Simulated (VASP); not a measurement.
# PrYSe3 (P-6m2) in VASP: further runs

PrYSe3 is run at these levels: PBE; tasks: single point, relaxation of cell and atoms.

Program: VASP 6.6.1. These are calculated values, not measurements. Logs are shortened: lines on timing, memory, paths and dates and some standing lists are left out, and cuts for length are marked.

**1. The cell of the first run**

Symmetry: P-6m2, No. 187, hexagonal system. The conventional cell has a = 7.867 Å, b = 7.867 Å, c = 5.796 Å, α = 90.00°, β = 90.00°, γ = 120.00°. Pr (site symmetry -6m2) has 2 Y at 2.90 Å and 6 Se at 3.88 Å within 3.9 Å. Y (site symmetry -6m2) has 3 Se at 2.58 Å and 2 Pr at 2.90 Å within 3.4 Å. Se (site symmetry mm2) has 1 Y at 2.58 Å and 2 Se at 3.40 Å within 3.5 Å.

The cell was generated, and may not be a known phase.

**2. Single point, PBE**

Input file INCAR:

```
  ALGO = Normal
  EDIFF = 1E-6
  ENCUT = 500
  GGA = PE
  GGA_COMPAT = False
  ISIF = 2
  ISMEAR = 0
  LASPH = True
  LCHARG = False
  LMAXMIX = 6
  LREAL = False
  LWAVE = False
  NBANDS = 28
  NELM = 200
  PREC = Accurate
  SIGMA = 0.15
```

Input file KPOINTS:

```
k-points
0
Gamma
  3 3 3
```

Input file POSCAR:

```
PrYSe3
1.0
    7.8665486480      0.0000000039      0.0000000000
   -3.9332743274      6.8126309673      0.0000000000
    0.0000000000      0.0000000000      5.7959112017
Pr Y Se
1 1 3
Direct
    0.0000000000      0.0000000000      0.0000000000
    0.0000000000      0.0000000000      0.5000000000
    0.1891689714      0.8108310286      0.5000000000
    0.1891689714      0.3783379429      0.5000000000
    0.6216620571      0.8108310286      0.5000000000
```

Potentials or basis: VASP PAW PBE potentials, release 64 (Pr_3, Y_sv, Se), 4f in core.

Command:

```bash
$ cat potpaw_PBE.64/Pr_3/POTCAR potpaw_PBE.64/Y_sv/POTCAR potpaw_PBE.64/Se/POTCAR > POTCAR
$ mpirun -np 1 vasp_std > vasp.out
```

OUTCAR:

```text
EDIFF = 1E-6
   ENCUT = 500
   GGA = PE
   ISIF = 2
   ISMEAR = 0
   LASPH = True
   LREAL = False
   NELM = 200
   PREC = Accurate

 ion  position               nearest neighbor table
   1  0.000  0.000  0.000-   2 2.90   2 2.90
   2  0.000  0.000  0.500-   3 2.58   4 2.58   5 2.58   1 2.90   1 2.90
   3  0.189  0.811  0.500-   2 2.58
   4  0.189  0.378  0.500-   2 2.58
   5  0.622  0.811  0.500-   2 2.58

  LATTYP: Found a hexagonal cell.
 ALAT       =     7.8665486480
 C/A-ratio  =     0.7367794265

  Lattice vectors:

 A1 = (   7.8665486480,   0.0000000039,   0.0000000000)
 A2 = (  -3.9332743274,   6.8126309673,   0.0000000000)
 A3 = (   0.0000000000,   0.0000000000,   5.7959112017)

Analysis of symmetry for initial positions (statically):
=====================================================================
 Subroutine PRICEL returns:
 Original cell was already a primitive cell.

 Routine SETGRP: Setting up the symmetry group for a
 hexagonal supercell.

 Subroutine GETGRP returns: Found 12 space group operations
 (whereof 12 operations were pure point group operations)
 out of a pool of 24 trial point group operations.

The static configuration has the point symmetry D_3h.

Analysis of symmetry for dynamics (positions and initial velocities):
=====================================================================
 Subroutine PRICEL returns:
 Original cell was already a primitive cell.

 Routine SETGRP: Setting up the symmetry group for a
 hexagonal supercell.

 Subroutine GETGRP returns: Found 12 space group operations
 (whereof 12 operations were pure point group operations)
 out of a pool of 24 trial point group operations.

The dynamic configuration has the point symmetry D_3h.

 Subroutine INISYM returns: Found 12 space group operations
 (whereof 12 operations are pure point group operations),
 and found     1 'primitive' translations

----------------------------------------------------------------------------------------

                                     Primitive cell

  volume of cell :     310.6139

  direct lattice vectors                    reciprocal lattice vectors
     7.866548648  0.000000004  0.000000000     0.127120551  0.073393085  0.000000000
    -3.933274327  6.812630967  0.000000000    -0.000000000  0.146786169  0.000000000
     0.000000000  0.000000000  5.795911202     0.000000000  0.000000000  0.172535425

  length of vectors
     7.866548648  7.866548648  5.795911202     0.146786169  0.146786169  0.172535425

  position of ions in fractional coordinates (direct lattice)
     0.000000000  0.000000000  0.000000000
     0.000000000  0.000000000  0.500000000
     0.189168971  0.810831029  0.500000000
     0.189168971  0.378337943  0.500000000
     0.621662057  0.810831029  0.500000000

  ion indices of the primitive-cell ions
   primitive index   ion index
                 1           1
                 2           2
                 3           3
                 4           4
                 5           5

----------------------------------------------------------------------------------------

 KPOINTS: k-points

Automatic generation of k-mesh.
 Grid dimensions read from file:
 generate k-points for:    3    3    3

 Generating k-lattice:

  Cartesian coordinates                     Fractional coordinates (reciprocal lattice)
     0.042373517  0.024464362  0.000000000     0.333333333  0.000000000  0.000000000
    -0.000000000  0.048928723  0.000000000     0.000000000  0.333333333  0.000000000
     0.000000000  0.000000000  0.057511808     0.000000000  0.000000000  0.333333333

  Length of vectors
     0.048928723  0.048928723  0.057511808

  Shift w.r.t. Gamma in fractional coordinates (k-lattice)
     0.000000000  0.000000000  0.000000000

 Subroutine IBZKPT returns following result:
 ===========================================

 Found      6 irreducible k-points:

 Following reciprocal coordinates:
            Coordinates               Weight
  0.000000  0.000000  0.000000      1.000000
  0.333333  0.000000  0.000000      6.000000
  0.333333  0.333333  0.000000      2.000000
  0.000000  0.000000  0.333333      2.000000
  0.333333  0.000000  0.333333     12.000000
  0.333333  0.333333  0.333333      4.000000
   k-points           NKPTS =      6   k-points in BZ     NKDIM =      6   number of bands    NBANDS=     28
   number of dos      NEDOS =    301   number of ions     NIONS =      5
   total plane-waves  NPLWV = 151200
   dimension x,y,z NGX =    60 NGY =   60 NGZ =   42
   dimension x,y,z NGXF=   120 NGYF=  120 NGZF=   84
   ions per type =               1   1   3
   NGX,Y,Z   is equivalent  to a cutoff of  12.68, 12.68, 12.05 a.u.
   NGXF,Y,Z  is equivalent  to a cutoff of  25.36, 25.36, 24.09 a.u.
 SYSTEM =  unknown system
   PREC   = accura    normal or accurate (medium, high low for compatibility)
   ISTART =      0    job   : 0-new  1-cont  2-samecut
   ICHARG =      2    charge: 1-file 2-atom 10-const
   ISPIN  =      1    spin polarized calculation?
   LNONCOLLINEAR =      F non collinear calculations
   LSORBIT =      F    spin-orbit coupling
   LASPH  =      T    aspherical Exc in radial PAW
   ENCUT  =  500.0 eV  36.75 Ry    6.06 a.u.  14.34 14.34 10.57*2*pi/ulx,y,z
   NELM   =    200;   NELMIN=  2; NELMDL= -5     # of ELM steps
   EDIFF  = 0.1E-05   stopping-criterion for ELM
   LREAL  =      F    real-space projection
   EDIFFG = 0.1E-04   stopping-criterion for IOM
   NSW    =      0    number of steps for IOM
   IBRION =     -1    ionic relax: 0-MD 1-quasi-New 2-CG
   NFREE  =      0    steps in history (QN), initial steepest desc. (CG)
   ISIF   =      2    stress and relaxation
   ISYM   =      2    0-nonsym 1-usesym 2-fastsym
   POTIM  = 0.5000    time-step for ionic-motion
   TEBEG  =    0.0;   TEEND  =   0.0 temperature during run
   PSTRESS=    0.0 pullay stress
   NELECT =      40.0000    total number of electrons
   NUPDOWN=      -1.0000    fix difference up-down
   EMIN   =  10.00;   EMAX   =-10.00  energy-range for DOS
   EFERMI =   0.00;   METHOD = LEGACY
   ISMEAR =     0;   SIGMA  =   0.15  broadening in eV -4-tet -1-fermi 0-gaus
   EFERMI_NEDOS =   21; number of points for ismear=-14 and -15
   IALGO  =     38    algorithm
   IMIX   =      4    mixing-type and parameters
     AMIX     =   0.40;   BMIX     =  1.00
     AMIX_MAG =   1.60;   BMIX_MAG =  1.00
  volume/ion in A,a.u.               =      62.12       419.23
  Fermi-wavevector in a.u.,A,eV,Ry     =   0.826713  1.562260  9.298952  0.683454
  Thomas-Fermi vector in A             =   1.938792
   LORBIT       =      0    0 simple, 1 ext, 2 COOP (PROOUT), +10 PAW based schemes
   GGA     = PE    functional components
   LHFCALC =     F    Hartree Fock is set to
   AEXX    =    0.0000 exact exchange contribution
   IVDW    =     0    specifies the selected vdW correction
   LEPSILON=     F    determine dielectric tensor
   LRPA    =     F    only Hartree local field effects (RPA)
 non-spin polarized calculation
 Gauss-broadening in eV      SIGMA  =   0.15
  energy-cutoff  :      500.00
  volume of cell :      310.61
 maximum number of plane-waves:      7911
 NGX is ok and might be reduce to    60
   NGX = 29   NGY = 29   NGZ = 21

 number of electron      40.0000002 magnetization

 Free energy of the ion-electron system (eV)
  ---------------------------------------------------
  ext. energy  EPLUGINS =         0.00000000
  ---------------------------------------------------
  free energy    TOTEN  =       -20.80278254 eV

  energy without entropy =      -20.75459071  energy(sigma->0) =      -20.77868663

 E-fermi :  -1.2281     XC(G=0):  -5.6719

 val. band max:       -1.2971067502   @ k =   0.3333   0.3333   0.0000
 cond. band min:      -1.1846927548   @ k =   0.3333   0.0000   0.0000
 fundamental gap:      0.1124139954
 Fermi energy:        -1.2281276563

 k-point     1 :       0.0000    0.0000    0.0000
  band No.  band energies     occupation
      1     -42.6907      2.00000
      2     -39.5941      2.00000
      3     -23.8300      2.00000
      4     -22.7966      2.00000
      5     -22.7966      2.00000
      6     -21.4503      2.00000
[... 20 lines left out ...]
     27       2.6027      0.00000
     28       2.6027      0.00000

 k-point     2 :       0.3333    0.0000    0.0000
  band No.  band energies     occupation
      1     -42.6907      2.00000
      2     -39.5941      2.00000
      3     -23.8300      2.00000
      4     -22.7968      2.00000
      5     -22.7966      2.00000
      6     -21.4503      2.00000
[... 20 lines left out ...]
     27       2.1562      0.00000
     28       2.7262      0.00000

 k-point     3 :       0.3333    0.3333    0.0000
  band No.  band energies     occupation
      1     -42.6907      2.00000
      2     -39.5941      2.00000
      3     -23.8300      2.00000
      4     -22.7968      2.00000
      5     -22.7966      2.00000
      6     -21.4503      2.00000
[... 20 lines left out ...]
     27       2.2995      0.00000
     28       2.3427      0.00000

 k-point     4 :       0.0000    0.0000    0.3333
  band No.  band energies     occupation
      1     -42.6849      2.00000
      2     -39.6076      2.00000
      3     -23.4318      2.00000
      4     -22.7811      2.00000
      5     -22.7811      2.00000
      6     -21.4725      2.00000
[... 20 lines left out ...]
     27       2.1546      0.00000
     28       2.1546      0.00000

 k-point     5 :       0.3333    0.0000    0.3333
  band No.  band energies     occupation
      1     -42.6849      2.00000
      2     -39.6076      2.00000
      3     -23.4318      2.00000
      4     -22.7813      2.00000
      5     -22.7811      2.00000
      6     -21.4725      2.00000
[... 20 lines left out ...]
     27       1.9883      0.00000
     28       2.2434      0.00000

 k-point     6 :       0.3333    0.3333    0.3333
  band No.  band energies     occupation
      1     -42.6849      2.00000
      2     -39.6076      2.00000
      3     -23.4318      2.00000
      4     -22.7814      2.00000
      5     -22.7812      2.00000
      6     -21.4725      2.00000
[... 20 lines left out ...]
     27       1.9783      0.00000
     28       2.2200      0.00000

------------------------ aborting loop because EDIFF is reached ----------------------------------------

  FORCE on cell =-STRESS in cart. coord.  units (eV):
  Direction    XX          YY          ZZ          XY          YZ          ZX
  --------------------------------------------------------------------------------------
  -------------------------------------------------------------------------------------
  Total        0.6794376      0.6794376      0.2875981     -0.0000000      0.0000000      0.0000000
  in kB        3.5046071      3.5046071      1.4834596     -0.0000000      0.0000000      0.0000000
  external PRESSURE =       2.8308913 kB  Pullay stress =       0.0000000 kB

 VOLUME and BASIS-vectors are now :
 -----------------------------------------------------------------------------
  energy-cutoff  :      500.00
  volume of cell :      310.61
      direct lattice vectors                 reciprocal lattice vectors
     7.866548648  0.000000004  0.000000000     0.127120551  0.073393085  0.000000000
    -3.933274327  6.812630967  0.000000000    -0.000000000  0.146786169  0.000000000
     0.000000000  0.000000000  5.795911202     0.000000000  0.000000000  0.172535425

 POSITION                                       TOTAL-FORCE (eV/Angst)
 -----------------------------------------------------------------------------------
      0.00000      0.00000      0.00000         0.000000      0.000000      0.000000
      0.00000      0.00000      2.89796         0.000000      0.000000      0.000000
     -1.70111      5.52389      2.89796        -0.012373      0.007144     -0.000000
     -0.00000      2.57748      2.89796         0.000000     -0.014287      0.000000
      1.70111      5.52389      2.89796         0.012373      0.007144     -0.000000
 -----------------------------------------------------------------------------------
    total drift:                                0.000001     -0.000000      0.000000

  FREE ENERGIE OF THE ION-ELECTRON SYSTEM (eV)
  ---------------------------------------------------
  free  energy   TOTEN  =       -20.8027825420 eV

  energy  without entropy=      -20.7545907102  energy(sigma->0) =      -20.77868663
```

It took 62 s on 1 thread of AMD EPYC 7R13 (Zen 3), shared host; peak memory 0.35 GiB.

What came out:

| Item | Value |
| --- | --- |
| Free energy | -20.8028 eV |
| Pressure | 0.3 GPa |
| Largest force | 0.014 eV/Å |
| Band gap on the k mesh | zero (bands 20 and 21 overlap by 0.27 eV) |

Forces on the atoms (eV/Å):
```
Pr   0.000  0.000  0.000
Y    0.000  0.000  0.000
Se  -0.012  0.007  0.000
Se   0.000 -0.014  0.000
Se   0.012  0.007  0.000
```

Stress tensor (GPa, compression positive):
```
0.35 0.00 0.00
0.00 0.35 0.00
0.00 0.00 0.15
```

Caveat: the k points lie up to 0.36 Å⁻¹ apart; spin-orbit coupling is left out, which moves the levels of the heavy elements; this functional lacks dispersion, which binds layers or chains, so the pressure and a relaxed spacing across them are unreliable; the 4f electrons are frozen in the core, so they carry no moment and show no levels; the run has no spin polarisation, though such a crystal can be magnetic.

(Continued in part 2 of 2.)

The gap in the log of VASP goes by the Fermi energy; the results here count the filled bands.